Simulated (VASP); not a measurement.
# Pb (Im-3m) in VASP: notebook, part 2 of 2

VASP 6.6.1.

### 3 Electric field gradients, PBEsol

File INCAR:

```
PREC = Accurate ; ENCUT = 520
EDIFF = 1E-8 ; ISMEAR = -1
SIGMA = 0.08 ; LREAL = F
LASPH = T ; NELM = 60
ALGO = Normal ; ISIF = 2
LWAVE = F ; LCHARG = F
GGA = PS ; LEFG = T
NBANDS = 13
```

File KPOINTS:

```
Automatic mesh
0
Gamma
  13 13 13
```

File POSCAR:

```
Pb
1.0
   -1.9796595667      1.9796595667      1.9796595667
    1.9796595667     -1.9796595667      1.9796595667
    1.9796595667      1.9796595667     -1.9796595667
Pb
1
Direct
    0.0000000000      0.0000000000      0.0000000000
```

Potentials or basis: VASP PAW PBE potentials, release 64 (Pb_d).

Launch:

```console
cat potpaw_PBE.64/Pb_d/POTCAR > POTCAR
mpirun -np 1 vasp_std > vasp.out
```

OUTCAR:

```text
PREC = Accurate
   ENCUT = 520
   EDIFF = 1E-8
   ISMEAR = -1
   LREAL = F
   LASPH = T
   NELM = 60
   ISIF = 2
   GGA = PS

 ion  position               nearest neighbor table
   1  0.000  0.000  0.000-

  LATTYP: Found a body centered cubic cell.
 ALAT       =     3.9593191334

  Lattice vectors:

 A1 = (  -1.9796595667,   1.9796595667,   1.9796595667)
 A2 = (   1.9796595667,  -1.9796595667,   1.9796595667)
 A3 = (   1.9796595667,   1.9796595667,  -1.9796595667)

Analysis of symmetry for initial positions (statically):
=====================================================================
 Subroutine PRICEL returns:
 Original cell was already a primitive cell.

 Routine SETGRP: Setting up the symmetry group for a
 body centered cubic supercell.

 Subroutine GETGRP returns: Found 48 space group operations
 (whereof 48 operations were pure point group operations)
 out of a pool of 48 trial point group operations.

The static configuration has the point symmetry O_h .

Analysis of symmetry for dynamics (positions and initial velocities):
=====================================================================
 Subroutine PRICEL returns:
 Original cell was already a primitive cell.

 Routine SETGRP: Setting up the symmetry group for a
 body centered cubic supercell.

 Subroutine GETGRP returns: Found 48 space group operations
 (whereof 48 operations were pure point group operations)
 out of a pool of 48 trial point group operations.

The dynamic configuration has the point symmetry O_h .

 Subroutine INISYM returns: Found 48 space group operations
 (whereof 48 operations are pure point group operations),
 and found     1 'primitive' translations

----------------------------------------------------------------------------------------

                                     Primitive cell

  volume of cell :      31.0336

  direct lattice vectors                    reciprocal lattice vectors
    -1.979659567  1.979659567  1.979659567     0.000000000  0.252568678  0.252568678
     1.979659567 -1.979659567  1.979659567     0.252568678  0.000000000  0.252568678
     1.979659567  1.979659567 -1.979659567     0.252568678  0.252568678  0.000000000

  length of vectors
     3.428870951  3.428870951  3.428870951     0.357186050  0.357186050  0.357186050

  position of ions in fractional coordinates (direct lattice)
     0.000000000  0.000000000  0.000000000

  ion indices of the primitive-cell ions
   primitive index   ion index
                 1           1

----------------------------------------------------------------------------------------

 KPOINTS: Automatic mesh

Automatic generation of k-mesh.
 Grid dimensions read from file:
 generate k-points for:   13   13   13

[... 66 lines left out ...]
   NSW    =      0    number of steps for IOM
   IBRION =     -1    ionic relax: 0-MD 1-quasi-New 2-CG
   NFREE  =      0    steps in history (QN), initial steepest desc. (CG)
   ISIF   =      2    stress and relaxation
   ISYM   =      2    0-nonsym 1-usesym 2-fastsym
   POTIM  = 0.5000    time-step for ionic-motion
   TEBEG  =    0.0;   TEEND  =   0.0 temperature during run
   PSTRESS=    0.0 pullay stress
   NELECT =      14.0000    total number of electrons
   NUPDOWN=      -1.0000    fix difference up-down
   EMIN   =  10.00;   EMAX   =-10.00  energy-range for DOS
   EFERMI =   0.00;   METHOD = LEGACY
   ISMEAR =    -1;   SIGMA  =   0.08  broadening in eV -4-tet -1-fermi 0-gaus
   EFERMI_NEDOS =   21; number of points for ismear=-14 and -15
   IALGO  =     38    algorithm
   IMIX   =      4    mixing-type and parameters
     AMIX     =   0.40;   BMIX     =  1.00
     AMIX_MAG =   1.60;   BMIX_MAG =  1.00
  volume/ion in A,a.u.               =      31.03       209.42
  Fermi-wavevector in a.u.,A,eV,Ry     =   1.255568  2.372680 21.448927  1.576452
  Thomas-Fermi vector in A             =   2.389319
   LORBIT       =      0    0 simple, 1 ext, 2 COOP (PROOUT), +10 PAW based schemes
   GGA     = PS    functional components
   LHFCALC =     F    Hartree Fock is set to
   AEXX    =    0.0000 exact exchange contribution
   IVDW    =     0    specifies the selected vdW correction
   LEPSILON=     F    determine dielectric tensor
   LRPA    =     F    only Hartree local field effects (RPA)
 non-spin polarized calculation
  energy-cutoff  :      520.00
  volume of cell :       31.03
 maximum number of plane-waves:       887
 NGX is ok and might be reduce to    28
   NGX = 13   NGY = 13   NGZ = 13

 number of electron      14.0000002 magnetization

 Free energy of the ion-electron system (eV)
  ---------------------------------------------------
  ext. energy  EPLUGINS =         0.00000000
  ---------------------------------------------------
  free energy    TOTEN  =        -3.96276554 eV

  energy without entropy =       -3.95082649  energy(sigma->0) =       -3.95679601

 E-fermi :   6.8460     XC(G=0): -10.2334

 val. band max:        6.7570992851   @ k =   0.1538   0.1538   0.0769
 cond. band min:       6.8504078155   @ k =  -0.4615   0.4615   0.3846
 fundamental gap:      0.0933085304
 Fermi energy:         6.8459902893

 k-point     1 :       0.0000    0.0000    0.0000
  band No.  band energies     occupation
      1     -10.1828      2.00000
      2     -10.1828      2.00000
      3     -10.1828      2.00000
      4      -9.9556      2.00000
      5      -9.9556      2.00000
      6      -4.7714      2.00000
      7      14.2799      0.00000
      8      14.2799      0.00000
      9      14.2799      0.00000
     10      17.9166      0.00000
     11      17.9166      0.00000
     12      17.9166      0.00000
     13      18.3453      0.00000
[... 354 lines left out ...]
  band No.  band energies     occupation
      1     -10.2238      2.00000
      2     -10.1610      2.00000
      3      -9.9829      2.00000
      4      -9.9627      2.00000
      5      -9.9346      2.00000
      6      -2.7054      2.00000
      7       6.2452      1.99890
      8       9.8645      0.00000
      9      11.1072      0.00000
     10      16.8106      0.00000
     11      17.8106      0.00000
     12      19.2673      0.00000
     13      20.7715      0.00000

 [... further k-points ...]
[... 5 lines left out ...]
  --------------------------------------------------------------------------------------
  -------------------------------------------------------------------------------------
  Total       -0.3227419     -0.3227419     -0.3227419     -0.0000000     -0.0000000      0.0000000
  in kB      -16.6622811    -16.6622811    -16.6622811     -0.0000000     -0.0000000      0.0000000
  external PRESSURE =     -16.6622811 kB  Pullay stress =       0.0000000 kB

 VOLUME and BASIS-vectors are now :
 -----------------------------------------------------------------------------
  energy-cutoff  :      520.00
  volume of cell :       31.03
      direct lattice vectors                 reciprocal lattice vectors
    -1.979659567  1.979659567  1.979659567     0.000000000  0.252568678  0.252568678
     1.979659567 -1.979659567  1.979659567     0.252568678  0.000000000  0.252568678
     1.979659567  1.979659567 -1.979659567     0.252568678  0.252568678  0.000000000

 POSITION                                       TOTAL-FORCE (eV/Angst)
 -----------------------------------------------------------------------------------
      0.00000      0.00000      0.00000        -0.000000      0.000000      0.000000
 -----------------------------------------------------------------------------------
    total drift:                               -0.000000     -0.000000     -0.000000

  FREE ENERGIE OF THE ION-ELECTRON SYSTEM (eV)
  ---------------------------------------------------
  free  energy   TOTEN  =        -3.9627655434 eV

  energy  without entropy=       -3.9508264856  energy(sigma->0) =       -3.95679601

 Electric field gradients (V/A^2)
---------------------------------------------------------------------
 ion       V_xx      V_yy      V_zz      V_xy      V_xz      V_yz
---------------------------------------------------------------------
   1      -0.000     0.000    -0.000    -0.000    -0.000    -0.000
---------------------------------------------------------------------

 Electric field gradients after diagonalization (V/A^2)
 (convention: |V_zz| > |V_xx| > |V_yy|)
----------------------------------------------------------------------
 ion       V_xx      V_yy      V_zz     asymmetry (V_yy - V_xx)/ V_zz
----------------------------------------------------------------------
   1       0.000     0.000    -0.000       0.000
----------------------------------------------------------------------

           NMR quadrupolar parameters

 Cq : quadrupolar parameter    Cq=e*Q*V_zz/h
 eta: asymmetry parameters     (V_yy - V_xx)/ V_zz
 Q  : nuclear electric quadrupole moment in mb (millibarn)
----------------------------------------------------------------------
 ion       Cq(MHz)       eta       Q (mb)
----------------------------------------------------------------------
   1      -0.000       0.000       1.000
----------------------------------------------------------------------
```

Run time: 44 s. Hardware: 1 thread of Intel Xeon Platinum 8375C at 2.90GHz (Ice Lake), shared host; peak memory 0.17 GiB.

Results:

| Quantity | Value |
| --- | --- |
| Free energy | -3.9628 eV |
| Pressure | -1.7 GPa |
| Band gap on the k mesh | zero (band 7 reaches 14.28 eV, above the bottom of band 8 at 4.95 eV) |

Levels at points of the mesh, in eV from the Fermi level:
```
           k point  band 4  band 5  band 6  band 7  band 8  band 9  band 10  band 11
(0.00, 0.00, 0.00)  -16.80  -16.80  -11.62    7.43    7.43    7.43    11.07    11.07
```

Caveat: without QUAD_EFG the Cq values of the log hold for a quadrupole moment of 1 mb, not for the nuclei; the PAW data sets were made with another functional, which shifts forces and pressure a little; spin-orbit coupling is left out, which moves the levels of the heavy elements.

### 4 Electric field gradients, PBEsol

File INCAR:

```
SYSTEM = Pb
  PREC = Accurate
  ENCUT = 520
  EDIFF = 1E-8
  ISMEAR = 0
  SIGMA = 0.001
  LREAL = .False.
  LASPH = .True.
  NELM = 80
  ALGO = Normal
  ISIF = 2
  LWAVE = .False.
  LCHARG = .False.
  GGA = PS
  LEFG = .True.
  NBANDS = 13
```

File KPOINTS:

```
regular mesh
0
Gamma
  13 13 13
  0 0 0
```

POSCAR is that of step 3.

Potentials or basis: VASP PAW PBE potentials, release 64 (Pb_d).

Launch:

```console
cat potpaw_PBE.64/Pb_d/POTCAR > POTCAR
mpirun -np 1 vasp_std > vasp.out
```

OUTCAR:

```text
SYSTEM = Pb
   PREC = Accurate
   ENCUT = 520
   EDIFF = 1E-8
   ISMEAR = 0
   LREAL = .False.
   LASPH = .True.
   NELM = 80
   ISIF = 2
   GGA = PS

 ion  position               nearest neighbor table
   1  0.000  0.000  0.000-

  LATTYP: Found a body centered cubic cell.
 ALAT       =     3.9593191334

  Lattice vectors:

 A1 = (  -1.9796595667,   1.9796595667,   1.9796595667)
[... 592 lines left out ...]
    total drift:                                0.000000     -0.000000     -0.000000

  FREE ENERGIE OF THE ION-ELECTRON SYSTEM (eV)
  ---------------------------------------------------
  free  energy   TOTEN  =        -3.9569677475 eV

  energy  without entropy=       -3.9569624451  energy(sigma->0) =       -3.95696510

 Electric field gradients (V/A^2)
---------------------------------------------------------------------
 ion       V_xx      V_yy      V_zz      V_xy      V_xz      V_yz
---------------------------------------------------------------------
   1       0.000     0.000    -0.000    -0.000    -0.000    -0.000
---------------------------------------------------------------------

 Electric field gradients after diagonalization (V/A^2)
 (convention: |V_zz| > |V_xx| > |V_yy|)
----------------------------------------------------------------------
 ion       V_xx      V_yy      V_zz     asymmetry (V_yy - V_xx)/ V_zz
----------------------------------------------------------------------
   1       0.000     0.000    -0.000       0.000
----------------------------------------------------------------------

           NMR quadrupolar parameters

 Cq : quadrupolar parameter    Cq=e*Q*V_zz/h
 eta: asymmetry parameters     (V_yy - V_xx)/ V_zz
 Q  : nuclear electric quadrupole moment in mb (millibarn)
----------------------------------------------------------------------
 ion       Cq(MHz)       eta       Q (mb)
----------------------------------------------------------------------
   1      -0.000       0.000       1.000
----------------------------------------------------------------------
```

OSZICAR:

```text
N       E                     dE             d eps       ncg     rms          rms(c)
DAV:   1     0.106503623201E+03    0.10650E+03   -0.71103E+03  2207   0.125E+03
DAV:   2     0.120381652359E+01   -0.10530E+03   -0.10213E+03  2294   0.306E+02
DAV:   3    -0.385115928238E+01   -0.50550E+01   -0.50280E+01  2744   0.729E+01
DAV:   4    -0.396888245368E+01   -0.11772E+00   -0.11770E+00  2581   0.120E+01
DAV:   5    -0.397399659415E+01   -0.51141E-02   -0.51140E-02  3024   0.230E+00    0.568E-01
DAV:   6    -0.396038566773E+01    0.13611E-01   -0.18603E-02  2729   0.238E+00    0.271E-01
DAV:   7    -0.395715076816E+01    0.32349E-02   -0.74533E-03  2818   0.139E+00    0.937E-02
DAV:   8    -0.395696901151E+01    0.18176E-03   -0.42988E-04  3255   0.345E-01    0.102E-02
DAV:   9    -0.395696765046E+01    0.13611E-05   -0.90289E-06  2847   0.530E-02    0.466E-03
DAV:  10    -0.395696777594E+01   -0.12548E-06   -0.86492E-07  2679   0.127E-02    0.158E-04
DAV:  11    -0.395696776238E+01    0.13564E-07   -0.19570E-08  2368   0.130E-03    0.866E-05
DAV:  12    -0.395696775154E+01    0.10838E-07   -0.14469E-09  1567   0.433E-04    0.289E-05
DAV:  13    -0.395696774753E+01    0.40095E-08   -0.37278E-10  1482   0.275E-04
   1 F= -.39569677E+01 E0= -.39569651E+01  d E =-.530239E-05
```

stdout:

```text
POSCAR found type information on POSCAR Pb
 POSCAR found :  1 types and       1 ions
 scaLAPACK will be used
 -----------------------------------------------------------------------------
|                                                                             |
|                                                                             |
|     You enforced a specific xc type in the INCAR file but a different       |
|     I HOPE YOU KNOW WHAT YOU ARE DOING!                                     |
|                                                                             |
 -----------------------------------------------------------------------------

 LDA part: xc-table for (Slater+PW92), standard interpolation
 POSCAR, INCAR and KPOINTS ok, starting setup
 FFT: planning ... GRIDC
 FFT: planning ... GRID_SOFT
 FFT: planning ... GRID
 WAVECAR not read
 entering main loop
ion   1
```

Wall time 45 s (1 thread of Intel Xeon Platinum 8375C at 2.90GHz (Ice Lake), shared host); peak memory 0.17 GiB.

Results:

```yaml
Free_energy: -3.9570 eV
Pressure: -1.7 GPa
Band_gap_on_the_k_mesh: zero (band 7 reaches 14.28 eV, above the bottom of band 8 at 4.95 eV)
```

Levels at points of the mesh, in eV from the Fermi level:
```csv
k point,band 4,band 5,band 6,band 7,band 8,band 9,band 10,band 11
"(0.00, 0.00, 0.00)",-16.81,-16.81,-11.62,7.43,7.43,7.43,11.07,11.07
```

Caveat: without QUAD_EFG the Cq values of the log hold for a quadrupole moment of 1 mb, not for the nuclei; the PAW data sets were made with another functional, which shifts forces and pressure a little; spin-orbit coupling is left out, which moves the levels of the heavy elements.

### 5 Overview

| level | smearing | gap on the mesh (eV) | pressure (GPa) |
| --- | --- | --- | --- |
| PBE | fermi-dirac 0.08 eV | none | 1.1 |
| PBEsol | fermi-dirac 0.08 eV | none | -1.7 |
| PBEsol | gaussian 0.001 eV | none | -1.7 |

Alike in all rows: task electric field gradients; potentials or basis VASP PAW PBE potentials, release 64 (Pb_d); no spin polarisation; cell as given; k mesh 13 × 13 × 13; cutoff (eV) 520.

Every run on the cell as given and a fine mesh finds a metal. The pressure there spans -1.7 GPa (PBEsol) to 1.1 GPa (PBE); a positive pressure means that this level wants a larger cell, a negative one a smaller.

Caveats: spin-orbit coupling is left out, which moves the levels of the heavy elements; the PAW data sets were made with another functional, which shifts forces and pressure a little (some runs).

Absolute energies hang on the potentials; compare differences alone.
